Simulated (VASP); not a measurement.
Set up this calculation in VASP 6.6.1, as the native input.

| Quantity | Value |
| --- | --- |
| Task | single point |
| Functional | PBEsol |
| Potentials or basis | VASP PAW PBE potentials, release 64 (Mn_pv, O) |
| Cutoff | 520 eV |
| k mesh | 11 × 11 × 11 |
| Occupations | fermi-dirac, width 0.05 eV |
| Spin | collinear spin, ferromagnetic start |
| Starting moments | [4.0, 0.0, 0.0] μB |
| Dipole correction | no |
| Further INCAR settings | ALGO = Normal; EDIFF = 1e-06; NBANDS = 24 |

The structure of MnO2 lies in POSCAR:

```
MnO2
1.0
    1.4472321903      0.8355598946      4.6442533328
   -1.4472321903      0.8355598946      4.6442533328
    0.0000000000     -1.6711197893      4.6442533328
Mn O
1 2
Direct
    0.0000000000      0.0000000000      0.0000000000
    0.7356355100      0.7356355100      0.7356355100
    0.2643644900      0.2643644900      0.2643644900
```

These files were run (other wordings do the same):

INCAR

```
SYSTEM = MnO2
  PREC = Accurate
  ENCUT = 520
  EDIFF = 1E-6
  ISMEAR = -1
  SIGMA = 0.05
  LREAL = .False.
  LASPH = .True.
  NELM = 150
  ALGO = Normal
  ISIF = 2
  LWAVE = .False.
  LCHARG = .False.
  ISPIN = 2
  MAGMOM = 4 0 0
  LORBIT = 11
  LMAXMIX = 4
  GGA = PS
  NBANDS = 24
```

KPOINTS

```
regular mesh
0
Gamma
  11 11 11
  0 0 0
```

Potentials or basis: VASP PAW PBE potentials, release 64 (Mn_pv, O).

The run is started by

```sh
$ cat potpaw_PBE.64/Mn_pv/POTCAR potpaw_PBE.64/O/POTCAR > POTCAR
$ mpirun -np 1 vasp_std > vasp.out
```

It gave:

```
Pressure                                              : -8.3 GPa
Largest force                                         : 0.609 eV/Å
Band gap on the k mesh                                : 0.87 eV (least direct gap 0.95 eV)
Net moment                                            : 3.00 μB per cell
Site moments                                          : Mn +2.88; O +0.02 μB
Valence electrons inside the program's atomic spheres : Mn 11.68; O 4.95
```

Caveat: the cell stands under tension; the PAW data sets were made with another functional, which shifts forces and pressure a little; a cell with one magnetic atom can't hold antiferromagnetic order, which such compounds often take.

Wall time 18 min on 1 thread of Intel Xeon 8259CL (shared host), peak memory 0.41 GiB.
